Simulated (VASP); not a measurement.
# AlN (F-43m) in VASP: further runs

Aim: see how the results for AlN move with the level of theory and the settings. Levels: PBEsol, LDA, PBE, r2SCAN. Tasks: single point.

Program: VASP 6.6.1. These are calculated values, not measurements. Logs are shortened: lines on timing, memory, paths and dates and some standing lists are left out, and cuts for length are marked.

## (1) The cell of the first run

It takes space group F-43m (No. 216, cubic). Conventional cell: a = 4.378 Å, b = 4.378 Å, c = 4.378 Å, α = 90.00°, β = 90.00°, γ = 90.00°. Al (site symmetry -43m) has 4 N at 1.90 Å within 2.5 Å. N (site symmetry -43m) has 4 Al at 1.90 Å within 2.5 Å.

## (2) Single point, PBEsol

Contents of INCAR:

```
SYSTEM = AlN
PREC = Accurate
ENCUT = 520
EDIFF = 1E-6
ISMEAR = -1
SIGMA = 0.02
LREAL = .FALSE.
LASPH = .TRUE.
NELM = 100
ALGO = Normal
ISIF = 2
LWAVE = .FALSE.
LCHARG = .FALSE.
GGA = PS
NBANDS = 11
```

Contents of KPOINTS:

```
regular mesh
0
G
  10 10 10
  0 0 0
```

Contents of POSCAR:

```
AlN
1.0
    0.0000000000      2.1888498678      2.1888498678
    2.1888498678      0.0000000000      2.1888498678
    2.1888498678      2.1888498678      0.0000000000
Al N
1 1
Direct
    0.0000000000      0.0000000000      0.0000000000
    0.7500000000      0.7500000000      0.7500000000
```

Potentials or basis: VASP PAW PBE potentials, release 64 (Al, N).

Launch:

```sh
$ cat potpaw_PBE.64/Al/POTCAR potpaw_PBE.64/N/POTCAR > POTCAR
$ mpirun -np 1 vasp_std > vasp.out
```

OUTCAR:

```text
SYSTEM = AlN
   PREC = Accurate
   ENCUT = 520
   EDIFF = 1E-6
   ISMEAR = -1
   LREAL = .FALSE.
   LASPH = .TRUE.
   NELM = 100
   ISIF = 2
   GGA = PS

 ion  position               nearest neighbor table
   1  0.000  0.000  0.000-   2 1.90   2 1.90   2 1.90   2 1.90
   2  0.750  0.750  0.750-   1 1.90   1 1.90   1 1.90   1 1.90

  LATTYP: Found a face centered cubic cell.
 ALAT       =     4.3776997356

  Lattice vectors:

 A1 = (   0.0000000000,   2.1888498678,   2.1888498678)
 A2 = (   2.1888498678,   0.0000000000,   2.1888498678)
 A3 = (   2.1888498678,   2.1888498678,   0.0000000000)

Analysis of symmetry for initial positions (statically):
=====================================================================
 Subroutine PRICEL returns:
 Original cell was already a primitive cell.

 Routine SETGRP: Setting up the symmetry group for a
 face centered cubic supercell.

 Subroutine GETGRP returns: Found 24 space group operations
 (whereof 24 operations were pure point group operations)
 out of a pool of 48 trial point group operations.

The static configuration has the point symmetry T_d .

Analysis of symmetry for dynamics (positions and initial velocities):
=====================================================================
 Subroutine PRICEL returns:
 Original cell was already a primitive cell.

 Routine SETGRP: Setting up the symmetry group for a
 face centered cubic supercell.

 Subroutine GETGRP returns: Found 24 space group operations
 (whereof 24 operations were pure point group operations)
 out of a pool of 48 trial point group operations.

The dynamic configuration has the point symmetry T_d .

 Subroutine INISYM returns: Found 24 space group operations
 (whereof 24 operations are pure point group operations),
 and found     1 'primitive' translations

----------------------------------------------------------------------------------------

                                     Primitive cell

  volume of cell :      20.9738

  direct lattice vectors                    reciprocal lattice vectors
     0.000000000  2.188849868  2.188849868    -0.228430468  0.228430468  0.228430468
     2.188849868  0.000000000  2.188849868     0.228430468 -0.228430468  0.228430468
     2.188849868  2.188849868  0.000000000     0.228430468  0.228430468 -0.228430468

  length of vectors
     3.095501169  3.095501169  3.095501169     0.395653177  0.395653177  0.395653177

  position of ions in fractional coordinates (direct lattice)
     0.000000000  0.000000000  0.000000000
[... 80 lines left out ...]
   EDIFFG = 0.1E-04   stopping-criterion for IOM
   NSW    =      0    number of steps for IOM
   IBRION =     -1    ionic relax: 0-MD 1-quasi-New 2-CG
   NFREE  =      0    steps in history (QN), initial steepest desc. (CG)
   ISIF   =      2    stress and relaxation
   ISYM   =      2    0-nonsym 1-usesym 2-fastsym
   POTIM  = 0.5000    time-step for ionic-motion
   TEBEG  =    0.0;   TEEND  =   0.0 temperature during run
   PSTRESS=    0.0 pullay stress
   NELECT =       8.0000    total number of electrons
   NUPDOWN=      -1.0000    fix difference up-down
   EMIN   =  10.00;   EMAX   =-10.00  energy-range for DOS
   EFERMI =   0.00;   METHOD = LEGACY
   ISMEAR =    -1;   SIGMA  =   0.02  broadening in eV -4-tet -1-fermi 0-gaus
   EFERMI_NEDOS =   21; number of points for ismear=-14 and -15
   IALGO  =     38    algorithm
   IMIX   =      4    mixing-type and parameters
     AMIX     =   0.40;   BMIX     =  1.00
     AMIX_MAG =   1.60;   BMIX_MAG =  1.00
  volume/ion in A,a.u.               =      10.49        70.77
  Fermi-wavevector in a.u.,A,eV,Ry     =   1.187259  2.243594 19.178558  1.409584
  Thomas-Fermi vector in A             =   2.323414
   LORBIT       =      0    0 simple, 1 ext, 2 COOP (PROOUT), +10 PAW based schemes
   GGA     = PS    functional components
   LHFCALC =     F    Hartree Fock is set to
   AEXX    =    0.0000 exact exchange contribution
   IVDW    =     0    specifies the selected vdW correction
   LEPSILON=     F    determine dielectric tensor
   LRPA    =     F    only Hartree local field effects (RPA)
 non-spin polarized calculation
  energy-cutoff  :      520.00
  volume of cell :       20.97
 maximum number of plane-waves:       588
   NGX = 11   NGY = 11   NGZ = 11

 number of electron       8.0000000 magnetization

 Free energy of the ion-electron system (eV)
  ---------------------------------------------------
  ext. energy  EPLUGINS =         0.00000000
  ---------------------------------------------------
  free energy    TOTEN  =       -15.61137164 eV

  energy without entropy =      -15.61137164  energy(sigma->0) =      -15.61137164

 E-fermi :   6.3329     XC(G=0): -11.1001

 val. band max:        5.8155011908   @ k =   0.0000   0.0000   0.0000
 cond. band min:       8.9991910302   @ k =   0.5000   0.5000   0.0000
 fundamental gap:      3.1836898394
 Fermi energy:         6.3328715958

 k-point     1 :       0.0000    0.0000    0.0000
  band No.  band energies     occupation
      1      -9.1039      2.00000
      2       5.8155      2.00000
      3       5.8155      2.00000
      4       5.8155      2.00000
      5       9.8897      0.00000
      6      18.2190      0.00000
      7      18.2190      0.00000
      8      18.2190      0.00000
      9      23.3498      0.00000
     10      23.3498      0.00000
     11      24.6893      0.00000
[... 309 lines left out ...]
 k-point    24 :       0.4000    0.3000    0.0000
  band No.  band energies     occupation
      1      -7.0845      2.00000
      2       1.6480      2.00000
      3       4.1028      2.00000
      4       4.4054      2.00000
      5      10.6001      0.00000
      6      15.1795      0.00000
      7      17.9095      0.00000
      8      20.2301      0.00000
      9      20.7329      0.00000
     10      26.9367      0.00000
     11      29.1630      0.00000

 [... further k-points ...]
[... 5 lines left out ...]
  --------------------------------------------------------------------------------------
  -------------------------------------------------------------------------------------
  Total       -0.0047503     -0.0047503     -0.0047503      0.0000000     -0.0000000      0.0000000
  in kB       -0.3628703     -0.3628703     -0.3628703      0.0000000     -0.0000000      0.0000000
  external PRESSURE =      -0.3628703 kB  Pullay stress =       0.0000000 kB

 VOLUME and BASIS-vectors are now :
 -----------------------------------------------------------------------------
  energy-cutoff  :      520.00
  volume of cell :       20.97
      direct lattice vectors                 reciprocal lattice vectors
     0.000000000  2.188849868  2.188849868    -0.228430468  0.228430468  0.228430468
     2.188849868  0.000000000  2.188849868     0.228430468 -0.228430468  0.228430468
     2.188849868  2.188849868  0.000000000     0.228430468  0.228430468 -0.228430468

 POSITION                                       TOTAL-FORCE (eV/Angst)
 -----------------------------------------------------------------------------------
      0.00000      0.00000      0.00000        -0.000000     -0.000000     -0.000000
      3.28327      3.28327      3.28327         0.000000      0.000000      0.000000
 -----------------------------------------------------------------------------------
    total drift:                               -0.000000     -0.000000     -0.000000

  FREE ENERGIE OF THE ION-ELECTRON SYSTEM (eV)
  ---------------------------------------------------
  free  energy   TOTEN  =       -15.6113716367 eV

  energy  without entropy=      -15.6113716367  energy(sigma->0) =      -15.61137164
```

OSZICAR:

```text
N       E                     dE             d eps       ncg     rms          rms(c)
DAV:   1     0.990852289352E+01    0.99085E+01   -0.38407E+03  1082   0.602E+02
DAV:   2    -0.169541515376E+02   -0.26863E+02   -0.26074E+02  1222   0.138E+02
DAV:   3    -0.178263525134E+02   -0.87220E+00   -0.87115E+00  1259   0.232E+01
DAV:   4    -0.178308387770E+02   -0.44863E-02   -0.44860E-02  1169   0.181E+00
DAV:   5    -0.178308906765E+02   -0.51900E-04   -0.51899E-04  1256   0.190E-01    0.826E+00
DAV:   6    -0.156523818992E+02    0.21785E+01   -0.10826E+01  1212   0.163E+01    0.284E+00
DAV:   7    -0.156297570088E+02    0.22625E-01   -0.14853E-01  1163   0.301E+00    0.201E+00
DAV:   8    -0.156125997520E+02    0.17157E-01   -0.27584E-02  1136   0.154E+00    0.556E-01
DAV:   9    -0.156113576433E+02    0.12421E-02   -0.35266E-03  1241   0.364E-01    0.230E-01
DAV:  10    -0.156113693681E+02   -0.11725E-04   -0.26720E-04  1145   0.109E-01    0.131E-02
DAV:  11    -0.156113717260E+02   -0.23579E-05   -0.21936E-06  1256   0.125E-02    0.147E-02
DAV:  12    -0.156113716367E+02    0.89336E-07   -0.23459E-07   652   0.400E-03
   1 F= -.15611372E+02 E0= -.15611372E+02  d E =-.593771E-13
```

stdout:

```text
POSCAR found type information on POSCAR AlN
 POSCAR found :  2 types and       2 ions
 scaLAPACK will be used
 -----------------------------------------------------------------------------
|                                                                             |
|                                                                             |
|     You enforced a specific xc type in the INCAR file but a different       |
|     I HOPE YOU KNOW WHAT YOU ARE DOING!                                     |
|                                                                             |
 -----------------------------------------------------------------------------

 LDA part: xc-table for (Slater+PW92), standard interpolation
 POSCAR, INCAR and KPOINTS ok, starting setup
 FFT: planning ... GRIDC
 FFT: planning ... GRID_SOFT
 FFT: planning ... GRID
 WAVECAR not read
 entering main loop
```

Run time: 6.2 s. Hardware: 1 thread of Intel Xeon Platinum 8259CL at 2.50GHz (Skylake/Cascade Lake), shared host; peak memory 0.14 GiB.

What came out:

```yaml
Free_energy: -15.6114 eV
Pressure: 0.0 GPa
Band_gap_on_the_k_mesh: 3.18 eV, indirect (least direct gap 4.07 eV)
```

Caveat: the PAW data sets were made with another functional, which shifts forces and pressure a little. PBEsol gaps usually lie below the measured ones, often by a third to a half.

## (3) Single point, LDA

This run uses another cell than the first one, of 10.23 Å³/atom, 0.976 times its volume.

Contents of INCAR:

```
PREC     = Accurate       # precision mode
ENCUT    = 520            # plane-wave cutoff, eV
EDIFF    = 1E-7           # SCF threshold, eV
ISMEAR   = -1             # smearing method
SIGMA    = 0.02           # smearing width, eV
LREAL    = F              # projectors in reciprocal space
LASPH    = T              # aspherical terms in the spheres
NELM     = 80             # most SCF steps
ALGO     = Normal         # electronic algorithm
ISIF     = 2              # what is computed and relaxed
LWAVE    = F              # write WAVECAR
LCHARG   = F              # write CHGCAR
GGA      = CA             # functional
NBANDS   = 11             # bands
```

Contents of KPOINTS:

```
Automatic mesh
0
Gamma
  10 10 10
```

Contents of POSCAR:

```
AlN
1.0
    0.0000000000      2.1711517172      2.1711517172
    2.1711517172      0.0000000000      2.1711517172
    2.1711517172      2.1711517172      0.0000000000
Al N
1 1
Direct
    0.0000000000      0.0000000000      0.0000000000
    0.7500000000      0.7500000000      0.7500000000
```

Potentials or basis: VASP PAW LDA potentials, release 64 (Al, N).

Launch:

```sh
$ cat potpaw_LDA.64/Al/POTCAR potpaw_LDA.64/N/POTCAR > POTCAR
$ mpirun -np 1 vasp_std > vasp.out
```

It took 5.5 s on 1 thread of Intel Xeon Platinum 8259CL at 2.50GHz (Skylake/Cascade Lake), shared host; peak memory 0.12 GiB.

It converged, with:

```yaml
Free_energy: -16.3754 eV
Pressure: 0.6 GPa
Band_gap_on_the_k_mesh: 3.23 eV, indirect (least direct gap 4.39 eV)
```

Levels at points of the mesh, in eV from the valence-band top:
| k point | band 1 | band 2 | band 3 | band 4 | band 5 | band 6 | band 7 | band 8 | band 9 |
| --- | --- | --- | --- | --- | --- | --- | --- | --- | --- |
| (0.00, 0.00, 0.00) | -14.93 | 0.00 | 0.00 | 0.00 | 4.39 | 12.51 | 12.51 | 12.51 | 17.66 |
| (0.50, 0.00, 0.00) | -12.75 | -5.98 | -0.49 | -0.49 | 7.43 | 9.89 | 11.07 | 11.07 | 17.97 |
| (0.50, 0.50, 0.00) | -12.08 | -5.01 | -1.81 | -1.81 | 3.23 | 8.52 | 13.99 | 15.71 | 15.71 |

A k mesh can miss the band edges. A hybrid or GW would open this gap; LDA tends to underestimate it.

## (4) Single point, PBE

This run uses another cell than the first one, of 10.67 Å³/atom, 1.018 times its volume.

Contents of INCAR:

```
ALGO = Normal
EDIFF = 1E-6
ENCUT = 520
GGA = PE
ISIF = 2
ISMEAR = -1
LASPH = T
LCHARG = T
LELF = T
LREAL = F
LVHAR = T
LWAVE = F
NBANDS = 11
NELM = 60
PREC = Accurate
SIGMA = 0.02
```

Contents of KPOINTS:

```
k-points
0
Gamma
  10 10 10
```

Contents of POSCAR:

```
AlN
1.0
    0.0000000000      2.2015870983      2.2015870983
    2.2015870983      0.0000000000      2.2015870983
    2.2015870983      2.2015870983      0.0000000000
Al N
1 1
Direct
    0.0000000000      0.0000000000      0.0000000000
    0.7500000000      0.7500000000      0.7500000000
```

Potentials or basis: VASP PAW PBE potentials, release 64 (Al, N).

Launch:

```sh
$ cat potpaw_PBE.64/Al/POTCAR potpaw_PBE.64/N/POTCAR > POTCAR
$ mpirun -np 1 vasp_std > vasp.out
```

Wall time 6.6 s (1 thread of Intel Xeon Platinum 8259CL at 2.50GHz (Skylake/Cascade Lake), shared host); peak memory 0.14 GiB.

It converged, with:

```
Free energy            : -14.8474 eV
Pressure               : -0.3 GPa
Band gap on the k mesh : 3.30 eV, indirect (least direct gap 3.98 eV)
```

Levels at points of the mesh, in eV from the valence-band top:
```tsv
k point	band 1	band 2	band 3	band 4	band 5	band 6	band 7	band 8
(0.00, 0.00, 0.00)	-14.84	0.00	0.00	0.00	3.98	12.32	12.32	12.32
(0.50, 0.00, 0.00)	-12.87	-5.75	-0.48	-0.48	7.16	9.70	11.00	11.00
(0.50, 0.50, 0.00)	-12.25	-4.83	-1.75	-1.75	3.30	8.47	13.64	15.44
```

A k mesh can miss the band edges. PBE gaps usually lie below the measured ones, often by a third to a half.

## (5) Single point, r2SCAN

This run uses another cell than the first one, of 10.43 Å³/atom, 0.995 times its volume.

Contents of POSCAR:

```
AlN
1.0
    0.0000000000      2.1848764832      2.1848764832
    2.1848764832      0.0000000000      2.1848764832
    2.1848764832      2.1848764832      0.0000000000
Al N
1 1
Direct
    0.0000000000      0.0000000000      0.0000000000
    0.7500000000      0.7500000000      0.7500000000
```

Contents of INCAR.step1:

```
SYSTEM = AlN
PREC = Accurate
ENCUT = 520
ISMEAR = -1
SIGMA = 0.02
LREAL = .False.
LASPH = .True.
NELM = 100
NBANDS = 11
GGA = PE
ALGO = Normal
EDIFF = 1E-4
LWAVE = .True.
LCHARG = .False.
```

Contents of INCAR.step2:

```
SYSTEM = AlN
PREC = Accurate
ENCUT = 520
EDIFF = 1E-6
ISMEAR = -1
SIGMA = 0.02
LREAL = .False.
LASPH = .True.
NELM = 100
ALGO = Normal
ISIF = 2
LWAVE = .False.
LCHARG = .False.
METAGGA = R2SCAN
LMIXTAU = .True.
NBANDS = 11
ISTART = 1
```

Contents of KPOINTS:

```
regular mesh
0
Gamma
  10 10 10
  0 0 0
```

Launch:

```sh
$ cat potpaw_PBE.64/Al/POTCAR potpaw_PBE.64/N/POTCAR > POTCAR
$ cp INCAR.step1 INCAR
$ mpirun -np 1 vasp_std > vasp.out
$ cp INCAR.step2 INCAR
$ mpirun -np 1 vasp_std > vasp.out
```

Run time: 26 s. Hardware: 1 thread of Intel Xeon Platinum 8259CL at 2.50GHz (Skylake/Cascade Lake), shared host; peak memory 0.14 GiB.

It converged, with:

```
Free energy            : -19.1797 eV
Pressure               : -0.4 GPa
Band gap on the k mesh : 3.93 eV, indirect (least direct gap 4.88 eV)
```

Levels at points of the mesh, in eV from the valence-band top:
```
           k point  band 1  band 2  band 3  band 4  band 5  band 6  band 7  band 8  band 9
(0.00, 0.00, 0.00)  -15.73    0.00    0.00    0.00    4.88   13.51   13.51   13.51   18.52
(0.50, 0.00, 0.00)  -13.73   -5.89   -0.49   -0.49    8.20   10.82   11.94   11.94   19.31
(0.50, 0.50, 0.00)  -13.10   -4.95   -1.81   -1.81    3.93    9.47   15.18   16.94   16.94
```

Caveat: the PAW data sets were made with another functional, which shifts forces and pressure a little. r2SCAN opens gaps a little over a GGA but as a rule still falls short of measured ones.

## (6) Summary

```csv
level,potentials or basis,cell,gap on the mesh (eV),pressure (GPa)
PBEsol,"VASP PAW PBE potentials, release 64 (Al, N)","a = 3.096 Å, angles 60.0°, 2 atoms",3.18,0.0
LDA,"VASP PAW LDA potentials, release 64 (Al, N)","a = 3.070 Å, angles 60.0°, 2 atoms",3.23,0.6
PBE,"VASP PAW PBE potentials, release 64 (Al, N)","a = 3.114 Å, angles 60.0°, 2 atoms",3.30,-0.3
r2SCAN,"VASP PAW PBE potentials, release 64 (Al, N)","a = 3.090 Å, angles 60.0°, 2 atoms",3.93,-0.4
```

Alike in all rows: task single point; no spin polarisation; k mesh 10 × 10 × 10; cutoff (eV) 520; smearing fermi-dirac 0.02 eV.

Caveats: the PAW data sets were made with another functional, which shifts forces and pressure a little (some runs).

Total energies depend on the potentials used, so only differences within one code and one set of settings carry meaning.
